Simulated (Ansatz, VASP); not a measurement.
**Two plane-wave programs on Ge**

```xyz
1
Lattice="1.4321 -2.6655 0.0000 1.4321 2.6655 0.0000 0.0000 0.0000 2.5633" Properties=species:S:1:pos:R:3 pbc="T T T"
Ge    1.4321    0.0000    0.0000
```

Change from the starting cell: strain +0.025 along x and y, -0.050 along z, atoms carried along.

Alike in both runs: task single point; functional PBEsol; k mesh 20 × 20 × 18; occupations gaussian, width 0.15 eV; no spin polarisation.

```csv
,VASP,Ansatz
version,VASP 6.6.1,Ansatz 0.2.0
potentials or method,"VASP PAW PBE potentials, release 64 (Ge_d), cutoff 520 eV","scalar-relativistic, plane waves, PAW"
valence electrons in the cell,14,14
```

```csv
,VASP,Ansatz,Ansatz less VASP
gap on the k mesh at the Fermi level (eV),none,none,-
pressure (GPa),-3.3,-3.3,+0.03
"traceless stress, the component that is largest in VASP (GPa)",8.27,8.30,+0.032
```

VASP's potentials were made for PBE, not for PBEsol. A gap of «none» marks a metal or a gap that the smearing closes. The functional is the same, so the differences come from potentials, cutoffs and numerics.
